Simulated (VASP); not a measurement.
# MgO in VASP: notebook

The runs below take MgO through single point, with PBE.

Program: VASP 6.6.1. These are calculated values, not measurements. Logs are shortened: lines on timing, memory, paths and dates and some standing lists are left out, and cuts for length are marked.

## 1. The cell of the first run

Symmetry: Fm-3m, No. 225, cubic system. Conventional cell: a = 4.290 Å, b = 4.290 Å, c = 4.290 Å, α = 90.00°, β = 90.00°, γ = 90.00°. Within 2.8 Å of Mg (site symmetry m-3m) lie 6 O at 2.14 Å. Within 2.8 Å of O (site symmetry m-3m) lie 6 Mg at 2.14 Å.

## 2. Single point, PBE (the cell strained)

File INCAR:

```
SYSTEM = MgO
PREC = Accurate
ENCUT = 600
EDIFF = 1E-6
ISMEAR = 0
SIGMA = 0.05
LREAL = .False.
LASPH = .True.
NELM = 120
ALGO = Normal
ISIF = 2
LWAVE = .False.
LCHARG = .False.
GGA = PE
NBANDS = 11
GGA_COMPAT = .False.
```

File KPOINTS:

```
regular mesh
0
Gamma
  10 10 10
  0 0 0
```

File POSCAR:

```
MgO
1.0
    0.0000000000      2.1448745921      2.1448745921
    2.1448745921      0.0000000000      2.1448745921
    2.1448745921      2.1448745921      0.0000000000
Mg O
1 1
Direct
    0.0000000000      0.0000000000      0.0000000000
    0.5000000000      0.5000000000      0.5000000000
```

Potentials or basis: VASP PAW PBE potentials, release 64 (Mg, O).

Launch:

```
> cat potpaw_PBE.64/Mg/POTCAR potpaw_PBE.64/O/POTCAR > POTCAR
> mpirun -np 1 vasp_std > vasp.out
```

OUTCAR:

```text
SYSTEM = MgO
   PREC = Accurate
   ENCUT = 600
   EDIFF = 1E-6
   ISMEAR = 0
   LREAL = .False.
   LASPH = .True.
   NELM = 120
   ISIF = 2
   GGA = PE

 ion  position               nearest neighbor table
   1  0.000  0.000  0.000-   2 2.14   2 2.14   2 2.14   2 2.14   2 2.14   2 2.14
   2  0.500  0.500  0.500-   1 2.14   1 2.14   1 2.14   1 2.14   1 2.14   1 2.14

  LATTYP: Found a face centered cubic cell.
 ALAT       =     4.2897491842

  Lattice vectors:

 A1 = (   0.0000000000,   2.1448745921,   2.1448745921)
 A2 = (   2.1448745921,   0.0000000000,   2.1448745921)
 A3 = (   2.1448745921,   2.1448745921,   0.0000000000)

Analysis of symmetry for initial positions (statically):
=====================================================================
 Subroutine PRICEL returns:
 Original cell was already a primitive cell.

 Routine SETGRP: Setting up the symmetry group for a
 face centered cubic supercell.

 Subroutine GETGRP returns: Found 48 space group operations
 (whereof 48 operations were pure point group operations)
 out of a pool of 48 trial point group operations.

The static configuration has the point symmetry O_h .

Analysis of symmetry for dynamics (positions and initial velocities):
=====================================================================
 Subroutine PRICEL returns:
 Original cell was already a primitive cell.

 Routine SETGRP: Setting up the symmetry group for a
 face centered cubic supercell.

 Subroutine GETGRP returns: Found 48 space group operations
 (whereof 48 operations were pure point group operations)
 out of a pool of 48 trial point group operations.

The dynamic configuration has the point symmetry O_h .

 Subroutine INISYM returns: Found 48 space group operations
 (whereof 48 operations are pure point group operations),
 and found     1 'primitive' translations

----------------------------------------------------------------------------------------

                                     Primitive cell

  volume of cell :      19.7349

  direct lattice vectors                    reciprocal lattice vectors
     0.000000000  2.144874592  2.144874592    -0.233113862  0.233113862  0.233113862
     2.144874592  0.000000000  2.144874592     0.233113862 -0.233113862  0.233113862
     2.144874592  2.144874592  0.000000000     0.233113862  0.233113862 -0.233113862

  length of vectors
     3.033310738  3.033310738  3.033310738     0.403765053  0.403765053  0.403765053

  position of ions in fractional coordinates (direct lattice)
     0.000000000  0.000000000  0.000000000
     0.500000000  0.500000000  0.500000000

  ion indices of the primitive-cell ions
   primitive index   ion index
                 1           1
                 2           2

----------------------------------------------------------------------------------------

 KPOINTS: regular mesh

Automatic generation of k-mesh.
 Grid dimensions read from file:
 generate k-points for:   10   10   10

 Generating k-lattice:

  Cartesian coordinates                     Fractional coordinates (reciprocal lattice)
    -0.023311386  0.023311386  0.023311386     0.100000000  0.000000000  0.000000000
     0.023311386 -0.023311386  0.023311386     0.000000000  0.100000000  0.000000000
     0.023311386  0.023311386 -0.023311386     0.000000000  0.000000000  0.100000000

  Length of vectors
     0.040376505  0.040376505  0.040376505

  Shift w.r.t. Gamma in fractional coordinates (k-lattice)
     0.000000000  0.000000000  0.000000000

 Subroutine IBZKPT returns following result:
 ===========================================

 Found     47 irreducible k-points:

 Following reciprocal coordinates:
            Coordinates               Weight
  0.000000  0.000000  0.000000      1.000000
  0.100000  0.000000  0.000000      8.000000
  0.200000  0.000000  0.000000      8.000000
  0.300000  0.000000  0.000000      8.000000
  0.400000  0.000000  0.000000      8.000000
  0.500000  0.000000  0.000000      4.000000
[... 16 lines left out ...]
  0.300000  0.300000  0.000000      6.000000
  0.400000  0.300000  0.000000     24.000000
 [... further k-points ...]
   k-points           NKPTS =     47   k-points in BZ     NKDIM =     47   number of bands    NBANDS=     11
   number of dos      NEDOS =    301   number of ions     NIONS =      2
   total plane-waves  NPLWV =  13824
   dimension x,y,z NGX =    24 NGY =   24 NGZ =   24
   dimension x,y,z NGXF=    48 NGYF=   48 NGZF=   48
   ions per type =               1   1
   NGX,Y,Z   is equivalent  to a cutoff of  13.15, 13.15, 13.15 a.u.
   NGXF,Y,Z  is equivalent  to a cutoff of  26.31, 26.31, 26.31 a.u.
 SYSTEM =  MgO
   PREC   = accura    normal or accurate (medium, high low for compatibility)
   ISTART =      0    job   : 0-new  1-cont  2-samecut
   ICHARG =      2    charge: 1-file 2-atom 10-const
   ISPIN  =      1    spin polarized calculation?
   LNONCOLLINEAR =      F non collinear calculations
   LSORBIT =      F    spin-orbit coupling
   LASPH  =      T    aspherical Exc in radial PAW
   ENCUT  =  600.0 eV  44.10 Ry    6.64 a.u.   6.06  6.06  6.06*2*pi/ulx,y,z
   NELM   =    120;   NELMIN=  2; NELMDL= -5     # of ELM steps
   EDIFF  = 0.1E-05   stopping-criterion for ELM
   LREAL  =      F    real-space projection
[... 7 lines left out ...]
   TEBEG  =    0.0;   TEEND  =   0.0 temperature during run
   PSTRESS=    0.0 pullay stress
   NELECT =       8.0000    total number of electrons
   NUPDOWN=      -1.0000    fix difference up-down
   EMIN   =  10.00;   EMAX   =-10.00  energy-range for DOS
   EFERMI =   0.00;   METHOD = LEGACY
   ISMEAR =     0;   SIGMA  =   0.05  broadening in eV -4-tet -1-fermi 0-gaus
   EFERMI_NEDOS =   21; number of points for ismear=-14 and -15
   IALGO  =     38    algorithm
   IMIX   =      4    mixing-type and parameters
     AMIX     =   0.40;   BMIX     =  1.00
     AMIX_MAG =   1.60;   BMIX_MAG =  1.00
  volume/ion in A,a.u.               =       9.87        66.59
  Fermi-wavevector in a.u.,A,eV,Ry     =   1.211601  2.289594 19.973036  1.467977
  Thomas-Fermi vector in A             =   2.347111
   LORBIT       =      0    0 simple, 1 ext, 2 COOP (PROOUT), +10 PAW based schemes
   GGA     = PE    functional components
   LHFCALC =     F    Hartree Fock is set to
   AEXX    =    0.0000 exact exchange contribution
   IVDW    =     0    specifies the selected vdW correction
   LEPSILON=     F    determine dielectric tensor
   LRPA    =     F    only Hartree local field effects (RPA)
 non-spin polarized calculation
 Gauss-broadening in eV      SIGMA  =   0.05
  energy-cutoff  :      600.00
  volume of cell :       19.73
 maximum number of plane-waves:       678
   NGX = 13   NGY = 13   NGZ = 13

 number of electron       8.0000000 magnetization

 Free energy of the ion-electron system (eV)
  ---------------------------------------------------
  ext. energy  EPLUGINS =         0.00000000
  ---------------------------------------------------
  free energy    TOTEN  =       -11.90745529 eV

  energy without entropy =      -11.90745529  energy(sigma->0) =      -11.90745529

 E-fermi :   3.0460     XC(G=0): -10.8219

 val. band max:        2.7858838752   @ k =   0.0000   0.0000   0.0000
 cond. band min:       6.9974791777   @ k =   0.0000   0.0000   0.0000
 fundamental gap:      4.2115953025
 Fermi energy:         3.0460143352

 k-point     1 :       0.0000    0.0000    0.0000
  band No.  band energies     occupation
      1     -14.2054      2.00000
      2       2.7859      2.00000
      3       2.7859      2.00000
      4       2.7859      2.00000
      5       6.9975      0.00000
      6      18.2755      0.00000
      7      18.2755      0.00000
      8      18.2755      0.00000
      9      22.0484      0.00000
     10      23.7624      0.00000
     11      23.7624      0.00000

 k-point     2 :       0.1000    0.0000    0.0000
  band No.  band energies     occupation
      1     -14.1096      2.00000
      2       2.1436      2.00000
      3       2.7246      2.00000
      4       2.7246      2.00000
      5       7.6325      0.00000
      6      17.0402      0.00000
      7      18.4945      0.00000
      8      18.4945      0.00000
      9      22.9511      0.00000
     10      22.9511      0.00000
     11      23.5973      0.00000

 k-point     3 :       0.2000    0.0000    0.0000
  band No.  band energies     occupation
      1     -13.8470      2.00000
      2       0.8767      2.00000
      3       2.5691      2.00000
      4       2.5691      2.00000
      5       8.8325      0.00000
      6      15.5124      0.00000
      7      18.9075      0.00000
      8      18.9075      0.00000
      9      22.2495      0.00000
     10      22.2495      0.00000
     11      24.1771      0.00000

 k-point     4 :       0.3000    0.0000    0.0000
  band No.  band energies     occupation
      1     -13.4949      2.00000
      2      -0.3674      2.00000
      3       2.3859      2.00000
      4       2.3859      2.00000
      5       9.8165      0.00000
      6      14.7247      0.00000
      7      18.9248      0.00000
      8      18.9248      0.00000
      9      22.7089      0.00000
     10      22.7089      0.00000
     11      23.5570      0.00000
[... 239 lines left out ...]
 k-point    22 :      -0.2000    0.2000    0.0000
  band No.  band energies     occupation
      1     -13.3896      2.00000
      2      -0.1813      2.00000
      3       1.5352      2.00000
      4       2.3862      2.00000
      5      10.7105      0.00000
      6      14.3915      0.00000
      7      17.2818      0.00000
      8      19.9247      0.00000
      9      20.8551      0.00000
     10      23.5075      0.00000
     11      26.6642      0.00000

 k-point    23 :       0.3000    0.3000    0.0000
  band No.  band energies     occupation
      1     -13.3106      2.00000
      2      -0.2229      2.00000
      3       1.9041      2.00000
      4       1.9041      2.00000
      5      11.0737      0.00000
      6      13.1021      0.00000
      7      16.6200      0.00000
      8      20.0616      0.00000
      9      20.0616      0.00000
     10      26.3186      0.00000
     11      29.0578      0.00000

 k-point    24 :       0.4000    0.3000    0.0000
  band No.  band energies     occupation
      1     -13.0893      2.00000
      2      -0.6139      2.00000
      3       1.5605      2.00000
      4       1.7658      2.00000
      5      11.8189      0.00000
      6      12.7961      0.00000
      7      15.8131      0.00000
      8      20.2518      0.00000
      9      20.4494      0.00000
     10      27.0038      0.00000
     11      28.6805      0.00000

 [... further k-points ...]

------------------------ aborting loop because EDIFF is reached ----------------------------------------

  FORCE on cell =-STRESS in cart. coord.  units (eV):
  Direction    XX          YY          ZZ          XY          YZ          ZX
  --------------------------------------------------------------------------------------
  -------------------------------------------------------------------------------------
  Total       -0.5655713     -0.5655713     -0.5655713     -0.0000000      0.0000000     -0.0000000
  in kB      -45.9158080    -45.9158080    -45.9158080     -0.0000000      0.0000000     -0.0000000
  external PRESSURE =     -45.9158080 kB  Pullay stress =       0.0000000 kB

 VOLUME and BASIS-vectors are now :
 -----------------------------------------------------------------------------
  energy-cutoff  :      600.00
  volume of cell :       19.73
      direct lattice vectors                 reciprocal lattice vectors
     0.000000000  2.144874592  2.144874592    -0.233113862  0.233113862  0.233113862
     2.144874592  0.000000000  2.144874592     0.233113862 -0.233113862  0.233113862
     2.144874592  2.144874592  0.000000000     0.233113862  0.233113862 -0.233113862

 POSITION                                       TOTAL-FORCE (eV/Angst)
 -----------------------------------------------------------------------------------
      0.00000      0.00000      0.00000        -0.000000     -0.000000      0.000000
      2.14487      2.14487      2.14487         0.000000      0.000000      0.000000
 -----------------------------------------------------------------------------------
    total drift:                               -0.000000     -0.000000      0.000000

  FREE ENERGIE OF THE ION-ELECTRON SYSTEM (eV)
  ---------------------------------------------------
  free  energy   TOTEN  =       -11.9074552904 eV

  energy  without entropy=      -11.9074552904  energy(sigma->0) =      -11.90745529
```

Wall time 7.9 s (1 thread of Intel Xeon Platinum 8259CL at 2.50GHz (Skylake/Cascade Lake), shared host); peak memory 0.14 GiB.

Results:

```
Free energy            : -11.9075 eV
Pressure               : -4.6 GPa
Band gap on the k mesh : 4.21 eV
```

Levels at points of the mesh, in eV from the valence-band top:
| k point | band 1 | band 2 | band 3 | band 4 | band 5 | band 6 | band 7 | band 8 |
| --- | --- | --- | --- | --- | --- | --- | --- | --- |
| (0.00, 0.00, 0.00) | -16.99 | 0.00 | 0.00 | 0.00 | 4.21 | 15.49 | 15.49 | 15.49 |
| (0.50, 0.00, 0.00) | -15.84 | -4.38 | -0.59 | -0.59 | 7.55 | 11.99 | 15.75 | 15.75 |
| (0.50, 0.50, 0.00) | -15.60 | -3.86 | -1.27 | -1.27 | 9.05 | 9.39 | 12.53 | 18.15 |

Caveat: the cell differs from its parent crystal (the cell strained); the cell stands under tension.

[end of part 1 of 2]
